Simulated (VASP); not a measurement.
Set up this calculation in VASP 6.6.1, as the native input.

```
Task                   : single point
Functional             : r2SCAN
Potentials or basis    : VASP PAW PBE potentials, release 64 (Hf_pv, S)
Cutoff                 : 520 eV
k mesh                 : 12 × 12 × 4
Occupations            : gaussian, width 0.1 eV
Spin                   : no spin polarisation
Dipole correction      : no
Further INCAR settings : ALGO = Normal; EDIFF = 1e-06; NBANDS = 35
```

Crystal: Hf2S.

```xyz
6
Lattice="3.3424 0.0000 0.0000 -1.6712 2.8946 0.0000 0.0000 0.0000 11.6560" Properties=species:S:1:pos:R:3 pbc="T T T"
Hf    1.6712    0.9649   10.4875
Hf    0.0000    1.9298    4.6595
Hf    1.6712    0.9649    6.9965
Hf    0.0000    1.9298    1.1685
S     0.0000    0.0000    8.7420
S     0.0000    0.0000    2.9140
```

This cell differs from its parent crystal: volume scaled by 0.97, then relaxed in part.

These files were run (other wordings do the same):

POSCAR

```
Hf2S
1.0
    3.3424295546      0.0000000000      0.0000000000
   -1.6712147773      2.8946289047      0.0000000000
    0.0000000000      0.0000000000     11.6560423104
Hf S
4 2
Direct
    0.6666666667      0.3333333333      0.8997517114
    0.3333333333      0.6666666667      0.3997517114
    0.6666666667      0.3333333333      0.6002482886
    0.3333333333      0.6666666667      0.1002482886
    0.0000000000      0.0000000000      0.7500000000
    0.0000000000      0.0000000000      0.2500000000
```

INCAR.step1

```
PREC = Accurate ; ENCUT = 520
ISMEAR = 0 ; SIGMA = 0.1
LREAL = False ; LASPH = True
NELM = 80 ; NBANDS = 35
GGA = PE ; ALGO = Normal
EDIFF = 1E-4 ; LWAVE = True
LCHARG = False
```

INCAR.step2

```
PREC = Accurate ; ENCUT = 520
EDIFF = 1E-6 ; ISMEAR = 0
SIGMA = 0.1 ; LREAL = False
LASPH = True ; NELM = 80
ALGO = Normal ; ISIF = 2
LWAVE = False ; LCHARG = True
METAGGA = R2SCAN ; LMIXTAU = True
LELF = True ; LVHAR = True
NBANDS = 35 ; ISTART = 1
```

KPOINTS

```
Automatic mesh
0
Gamma
  12 12 4
```

Potentials or basis: VASP PAW PBE potentials, release 64 (Hf_pv, S).

The run is started by

```sh
$ cat potpaw_PBE.64/Hf_pv/POTCAR potpaw_PBE.64/S/POTCAR > POTCAR
$ cp INCAR.step1 INCAR
$ mpirun -np 1 vasp_std > vasp.out
$ cp INCAR.step2 INCAR
$ mpirun -np 1 vasp_std > vasp.out
```

It gave:

The pressure is 3.6 GPa. The largest force is 0.011 eV/Å and the band gap on the k mesh is zero (band 26 reaches 7.17 eV, above the bottom of band 27 at 6.24 eV).

Caveat: the PAW data sets were made with another functional, which shifts forces and pressure a little; spin-orbit coupling is left out, which moves the levels of the heavy elements.

It took 19 min on 1 thread of Oxide Virtual Turin-like Processor (shared host), peak memory 0.35 GiB.
